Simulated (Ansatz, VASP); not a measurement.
Two plane-wave programs on HfS4

File INCAR:

```
SYSTEM = HfS4
ALGO = Normal ; EDIFF = 1E-7
ENCUT = 520 ; GGA = PE
ISIF = 2 ; ISMEAR = 0
LASPH = .True. ; LCHARG = .False.
LREAL = .False. ; LWAVE = .False.
NBANDS = 25 ; NELM = 60
PREC = Accurate ; SIGMA = 0.1
```

Contents of KPOINTS:

```
k-points
0
Gamma
  6 6 6
  0 0 0
```

File POSCAR:

```
HfS4
1.0
   -3.4169715200      3.4169715200      2.1436316000
    3.4169715200     -3.4169715200      2.1436316000
    3.4169715200      3.4169715200     -2.1436316000
Hf S
1 4
Direct
    0.0000000000      0.0000000000      0.0000000000
    0.4000000100      0.2000000100      0.6000000200
    0.2000000100      0.5999999900      0.8000000000
    0.5999999900      0.7999999900      0.3999999800
    0.7999999900      0.4000000100      0.2000000000
```

Input for Ansatz:

```yaml
crystal:
  lattice:
    - [-3.41697152, 3.41697152, 2.1436316]
    - [3.41697152, -3.41697152, 2.1436316]
    - [3.41697152, 3.41697152, -2.1436316]
  atoms:
    - { symbol: Hf, position: [0.0, 0.0, 0.0] }
    - { symbol: S, position: [0.40000001, 0.20000001, 0.60000002] }
    - { symbol: S, position: [0.20000001, 0.59999999, 0.8] }
    - { symbol: S, position: [0.59999999, 0.79999999, 0.39999998] }
    - { symbol: S, position: [0.79999999, 0.40000001, 0.2] }
basis:
  ecutwfc: 420
kpoints:
  mp_grid: { grid: [6, 6, 6] }
hamiltonian:
  xc: pbe
scf:
  occupations: { method: gaussian, width: 0.1 }
  lower_state_search: "off"
output:
  forces: true
  stress: true
  eigenvalues: true
```

Change from the starting cell: species swapped into the HoAu4 type (I4/m, No. 87).

Alike in both runs: task single point; functional PBE; k mesh 6 × 6 × 6; occupations gaussian, width 0.1 eV; no spin polarisation.

|  | VASP | Ansatz |
| --- | --- | --- |
| version | VASP 6.6.1 | Ansatz 0.2.0 |
| potentials or method | VASP PAW PBE potentials, release 64 (Hf_pv, S), cutoff 520 eV | scalar-relativistic, plane waves, PAW |
| valence electrons in the cell | 34 | 50 |

|  | VASP | Ansatz | Ansatz less VASP |
| --- | --- | --- | --- |
| gap on the k mesh at the Fermi level (eV) | none | none | - |
| pressure (GPa) | -14.8 | -14.4 | +0.36 |
| traceless stress, the component that is largest in VASP (GPa) | -0.63 | -0.59 | +0.036 |
| rms of the force components (eV/Å) | 0.434 | 0.427 | -0.0076 |

Atom by atom the forces differ by 0.008 eV/Å (rms over components). A gap of «none» marks a metal or a gap that the smearing closes. VASP's potentials hold 34 valence electrons a cell and Ansatz's 50, so a difference there can come from the potentials and not from the codes.

Spin-orbit coupling is off throughout.
